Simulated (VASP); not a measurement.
# Cu4Mo (I4/mmm) in VASP: further runs

Runs on Cu4Mo. Level: PBE. Tasks: single point, relaxation of cell and atoms.

Everything below comes from runs of VASP 6.6.1. Logs are shortened: lines on timing, memory, paths and dates and some standing lists are left out, and cuts for length are marked.

**1. The cell of the first run**

Symmetry: I4/mmm, No. 139, tetragonal system. Conventional cell: a = 4.135 Å, b = 4.135 Å, c = 7.576 Å, α = 90.00°, β = 90.00°, γ = 90.00°. Within 2.5 Å of Cu (site symmetry 4mm) lie 1 Mo at 1.91 Å. Cu (site symmetry mmm) has 2 Mo at 2.07 Å and 12 Cu at 2.79 to 2.92 Å within 3.0 Å. Mo (site symmetry 4/mmm) has 6 Cu at 1.91 to 2.07 Å within 2.5 Å.

The cell was built from a structure type or drawn by symmetry, and may not be a known phase.

**2. Single point, PBE**

File INCAR:

```
ALGO = Normal
EDIFF = 1E-7
ENCUT = 520
GGA = PE
ISIF = 2
ISMEAR = 0
LASPH = T
LCHARG = F
LREAL = F
LWAVE = F
NBANDS = 37
NELM = 80
PREC = Accurate
SIGMA = 0.1
```

File KPOINTS:

```
k-points
0
Gamma
  6 6 6
```

File POSCAR:

```
Cu4Mo
1.0
   -2.0677251800      2.0677251800      3.7882357600
    2.0677251800     -2.0677251800      3.7882357600
    2.0677251800      2.0677251800     -3.7882357600
Cu Mo
4 1
Direct
    0.7481527900      0.7481527900      0.0000000000
    0.5000000000      0.0000000000      0.5000000000
    0.0000000000      0.5000000000      0.5000000000
    0.2518472100      0.2518472100      0.0000000000
    0.0000000000      0.0000000000      0.0000000000
```

Potentials or basis: VASP PAW PBE potentials, release 64 (Cu, Mo_sv).

On the command line:

```sh
$ cat potpaw_PBE.64/Cu/POTCAR potpaw_PBE.64/Mo_sv/POTCAR > POTCAR
$ mpirun -np 1 vasp_std > vasp.out
```

OUTCAR:

```text
EDIFF = 1E-7
   ENCUT = 520
   GGA = PE
   ISIF = 2
   ISMEAR = 0
   LASPH = T
   LREAL = F
   NELM = 80
   PREC = Accurate

 ion  position               nearest neighbor table
   1  0.748  0.748  0.000-   5 1.91
   2  0.500  0.000  0.500-   5 2.07   5 2.07
   3  0.000  0.500  0.500-   5 2.07   5 2.07
   4  0.252  0.252  0.000-   5 1.91
   5  0.000  0.000  0.000-   1 1.91   4 1.91   3 2.07   2 2.07   3 2.07   2 2.07

  LATTYP: Found a body centered tetragonal cell.
 ALAT       =     4.1354503600
 C/A-ratio  =     1.8320789419

  Lattice vectors:

 A1 = (  -2.0677251800,   2.0677251800,   3.7882357600)
 A2 = (   2.0677251800,  -2.0677251800,   3.7882357600)
 A3 = (   2.0677251800,   2.0677251800,  -3.7882357600)

Analysis of symmetry for initial positions (statically):
=====================================================================
 Subroutine PRICEL returns:
 Original cell was already a primitive cell.

 Routine SETGRP: Setting up the symmetry group for a
 body centered tetragonal supercell.

 Subroutine GETGRP returns: Found 16 space group operations
 (whereof 16 operations were pure point group operations)
 out of a pool of 16 trial point group operations.

The static configuration has the point symmetry D_4h.

Analysis of symmetry for dynamics (positions and initial velocities):
=====================================================================
 Subroutine PRICEL returns:
 Original cell was already a primitive cell.

 Routine SETGRP: Setting up the symmetry group for a
 body centered tetragonal supercell.

 Subroutine GETGRP returns: Found 16 space group operations
 (whereof 16 operations were pure point group operations)
 out of a pool of 16 trial point group operations.

The dynamic configuration has the point symmetry D_4h.

 Subroutine INISYM returns: Found 16 space group operations
 (whereof 16 operations are pure point group operations),
 and found     1 'primitive' translations

----------------------------------------------------------------------------------------

                                     Primitive cell

  volume of cell :      64.7862

  direct lattice vectors                    reciprocal lattice vectors
    -2.067725180  2.067725180  3.788235760     0.000000000  0.241811632  0.131987561
     2.067725180 -2.067725180  3.788235760     0.241811632  0.000000000  0.131987561
     2.067725180  2.067725180 -3.788235760     0.241811632  0.241811632  0.000000000

  length of vectors
     4.785572590  4.785572590  4.785572590     0.275487897  0.275487897  0.341973289

  position of ions in fractional coordinates (direct lattice)
     0.748152790  0.748152790  0.000000000
     0.500000000  0.000000000  0.500000000
     0.000000000  0.500000000  0.500000000
     0.251847210  0.251847210  0.000000000
     0.000000000  0.000000000  0.000000000

  ion indices of the primitive-cell ions
   primitive index   ion index
                 1           1
                 2           2
                 3           3
                 4           4
                 5           5

----------------------------------------------------------------------------------------

 KPOINTS: k-points

Automatic generation of k-mesh.
 Grid dimensions read from file:
 generate k-points for:    6    6    6

 Generating k-lattice:

  Cartesian coordinates                     Fractional coordinates (reciprocal lattice)
     0.000000000  0.040301939  0.021997927     0.166666667  0.000000000  0.000000000
     0.040301939  0.000000000  0.021997927     0.000000000  0.166666667  0.000000000
     0.040301939  0.040301939  0.000000000     0.000000000  0.000000000  0.166666667

  Length of vectors
     0.045914650  0.045914650  0.056995548

  Shift w.r.t. Gamma in fractional coordinates (k-lattice)
     0.000000000  0.000000000  0.000000000

 Subroutine IBZKPT returns following result:
 ===========================================

 Found     30 irreducible k-points:

 Following reciprocal coordinates:
            Coordinates               Weight
  0.000000  0.000000  0.000000      1.000000
  0.166667  0.000000  0.000000      8.000000
  0.333333 -0.000000  0.000000      8.000000
  0.500000 -0.000000  0.000000      4.000000
  0.166667  0.166667  0.000000      8.000000
  0.333333  0.166667  0.000000     16.000000
[... 16 lines left out ...]
 -0.333333 -0.333333  0.166667      8.000000
 -0.166667 -0.333333  0.166667      8.000000
 [... further k-points ...]
   k-points           NKPTS =     30   k-points in BZ     NKDIM =     30   number of bands    NBANDS=     37
   number of dos      NEDOS =    301   number of ions     NIONS =      5
   total plane-waves  NPLWV =  46656
   dimension x,y,z NGX =    36 NGY =   36 NGZ =   36
   dimension x,y,z NGXF=    72 NGYF=   72 NGZF=   72
   ions per type =               4   1
   NGX,Y,Z   is equivalent  to a cutoff of  12.51, 12.51, 12.51 a.u.
   NGXF,Y,Z  is equivalent  to a cutoff of  25.01, 25.01, 25.01 a.u.
 SYSTEM =  unknown system
   PREC   = accura    normal or accurate (medium, high low for compatibility)
   ISTART =      0    job   : 0-new  1-cont  2-samecut
   ICHARG =      2    charge: 1-file 2-atom 10-const
   ISPIN  =      1    spin polarized calculation?
   LNONCOLLINEAR =      F non collinear calculations
   LSORBIT =      F    spin-orbit coupling
   LASPH  =      T    aspherical Exc in radial PAW
   ENCUT  =  520.0 eV  38.22 Ry    6.18 a.u.   8.90  8.90  8.90*2*pi/ulx,y,z
   NELM   =     80;   NELMIN=  2; NELMDL= -5     # of ELM steps
   EDIFF  = 0.1E-06   stopping-criterion for ELM
   LREAL  =      F    real-space projection
   EDIFFG = 0.1E-05   stopping-criterion for IOM
   NSW    =      0    number of steps for IOM
   IBRION =     -1    ionic relax: 0-MD 1-quasi-New 2-CG
   NFREE  =      0    steps in history (QN), initial steepest desc. (CG)
   ISIF   =      2    stress and relaxation
   ISYM   =      2    0-nonsym 1-usesym 2-fastsym
   POTIM  = 0.5000    time-step for ionic-motion
   TEBEG  =    0.0;   TEEND  =   0.0 temperature during run
   PSTRESS=    0.0 pullay stress
   NELECT =      58.0000    total number of electrons
   NUPDOWN=      -1.0000    fix difference up-down
   EMIN   =  10.00;   EMAX   =-10.00  energy-range for DOS
   EFERMI =   0.00;   METHOD = LEGACY
   ISMEAR =     0;   SIGMA  =   0.10  broadening in eV -4-tet -1-fermi 0-gaus
   EFERMI_NEDOS =   21; number of points for ismear=-14 and -15
   IALGO  =     38    algorithm
   IMIX   =      4    mixing-type and parameters
     AMIX     =   0.40;   BMIX     =  1.00
     AMIX_MAG =   1.60;   BMIX_MAG =  1.00
  volume/ion in A,a.u.               =      12.96        87.44
  Fermi-wavevector in a.u.,A,eV,Ry     =   1.577817  2.981642 33.871790  2.489506
  Thomas-Fermi vector in A             =   2.678442
   LORBIT       =      0    0 simple, 1 ext, 2 COOP (PROOUT), +10 PAW based schemes
   GGA     = PE    functional components
   LHFCALC =     F    Hartree Fock is set to
   AEXX    =    0.0000 exact exchange contribution
   IVDW    =     0    specifies the selected vdW correction
   LEPSILON=     F    determine dielectric tensor
   LRPA    =     F    only Hartree local field effects (RPA)
 non-spin polarized calculation
 Gauss-broadening in eV      SIGMA  =   0.10
  energy-cutoff  :      520.00
  volume of cell :       64.79
 maximum number of plane-waves:      1774
   NGX = 17   NGY = 17   NGZ = 17

 number of electron      57.9999973 magnetization

 Free energy of the ion-electron system (eV)
  ---------------------------------------------------
  ext. energy  EPLUGINS =         0.00000000
  ---------------------------------------------------
  free energy    TOTEN  =       -11.68741198 eV

  energy without entropy =      -11.66558278  energy(sigma->0) =      -11.67649738

 E-fermi :   8.8537     XC(G=0): -12.4643

 val. band max:        8.8405088280   @ k =  -0.3333   0.5000   0.3333
 cond. band min:       8.8890638191   @ k =  -0.1667   0.3333   0.1667
 fundamental gap:      0.0485549911
 Fermi energy:         8.8537162861

 k-point     1 :       0.0000    0.0000    0.0000
  band No.  band energies     occupation
      1     -52.2328      2.00000
      2     -27.0731      2.00000
      3     -26.4980      2.00000
      4     -26.4980      2.00000
      5       0.1753      2.00000
      6       1.8551      2.00000
[... 29 lines left out ...]
     36      15.3852      0.00000
     37      15.3852      0.00000

 k-point     2 :       0.1667    0.0000    0.0000
  band No.  band energies     occupation
      1     -52.2296      2.00000
      2     -27.0748      2.00000
      3     -26.5310      2.00000
      4     -26.4990      2.00000
      5       0.5336      2.00000
      6       1.9728      2.00000
[... 29 lines left out ...]
     36      15.5831      0.00000
     37      16.1200      0.00000

 k-point     3 :       0.3333   -0.0000    0.0000
  band No.  band energies     occupation
      1     -52.2234      2.00000
      2     -27.0782      2.00000
      3     -26.5964      2.00000
      4     -26.5010      2.00000
      5       1.4440      2.00000
      6       2.0405      2.00000
[... 29 lines left out ...]
     36      15.8198      0.00000
     37      16.1210      0.00000

 k-point     4 :       0.5000   -0.0000    0.0000
  band No.  band energies     occupation
      1     -52.2202      2.00000
      2     -27.0799      2.00000
      3     -26.6289      2.00000
      4     -26.5020      2.00000
      5       1.8479      2.00000
      6       2.0910      2.00000
[... 29 lines left out ...]
     36      15.6690      0.00000
     37      17.2866      0.00000
[... 683 lines left out ...]
      1     -52.2233      2.00000
      2     -27.0796      2.00000
      3     -26.5964      2.00000
      4     -26.5010      2.00000
      5       1.7154      2.00000
      6       2.0383      2.00000
[... 29 lines left out ...]
     36      16.8450      0.00000
     37      17.7800      0.00000

 k-point    23 :      -0.3333   -0.3333    0.1667
  band No.  band energies     occupation
      1     -52.2264      2.00000
      2     -27.0791      2.00000
      3     -26.5320      2.00000
      4     -26.5319      2.00000
      5       1.6552      2.00000
      6       2.0655      2.00000
[... 29 lines left out ...]
     36      16.0408      0.00000
     37      17.3645      0.00000

 k-point    24 :      -0.1667   -0.3333    0.1667
  band No.  band energies     occupation
      1     -52.2295      2.00000
      2     -27.0770      2.00000
      3     -26.5310      2.00000
      4     -26.4990      2.00000
      5       1.0810      2.00000
      6       1.9914      2.00000
[... 29 lines left out ...]
     36      16.4228      0.00000
     37      16.5560      0.00000

 [... further k-points ...]
[... 5 lines left out ...]
  --------------------------------------------------------------------------------------
  -------------------------------------------------------------------------------------
  Total       26.0640210     26.0640210     45.3913822      0.0000000     -0.0000000      0.0000000
  in kB      644.5689419    644.5689419   1122.5388131      0.0000000     -0.0000000      0.0000000
  external PRESSURE =     803.8922323 kB  Pullay stress =       0.0000000 kB

 VOLUME and BASIS-vectors are now :
 -----------------------------------------------------------------------------
  energy-cutoff  :      520.00
  volume of cell :       64.79
      direct lattice vectors                 reciprocal lattice vectors
    -2.067725180  2.067725180  3.788235760     0.000000000  0.241811632  0.131987561
     2.067725180 -2.067725180  3.788235760     0.241811632  0.000000000  0.131987561
     2.067725180  2.067725180 -3.788235760     0.241811632  0.241811632  0.000000000

 POSITION                                       TOTAL-FORCE (eV/Angst)
 -----------------------------------------------------------------------------------
      0.00000      0.00000      5.66836         0.000000      0.000000    -12.998931
      0.00000      2.06773      0.00000        -0.000000     -0.000000     -0.000000
      2.06773      0.00000      0.00000        -0.000000     -0.000000     -0.000000
      0.00000      0.00000      1.90811         0.000000      0.000000     12.998931
      0.00000      0.00000      0.00000        -0.000000     -0.000000     -0.000000
 -----------------------------------------------------------------------------------
    total drift:                               -0.000000     -0.000000     -0.000000

  FREE ENERGIE OF THE ION-ELECTRON SYSTEM (eV)
  ---------------------------------------------------
  free  energy   TOTEN  =       -11.6874119818 eV

  energy  without entropy=      -11.6655827835  energy(sigma->0) =      -11.67649738
```

Wall time 1.7 min (1 thread of Intel Xeon Platinum 8488C (Sapphire Rapids), shared host); peak memory 0.23 GiB.

Results:

- Free energy: -11.6874 eV
- Pressure: 80.4 GPa
- Largest force: 12.999 eV/Å
- Band gap on the k mesh: zero (bands 29 and 30 overlap by 0.98 eV)

Forces on the atoms (eV/Å):
```
Cu    0.000   0.000 -12.999
Cu    0.000   0.000   0.000
Cu    0.000   0.000   0.000
Cu    0.000   0.000  12.999
Mo    0.000   0.000   0.000
```

Caveat: atoms lie so close that the PAW spheres overlap strongly, which falsifies energies and pressures; the cell stands under pressure; forces of over 1 eV/Å act on the atoms, so gaps and moduli don't describe the material at rest.

(Part 1 of 3 ends here.)
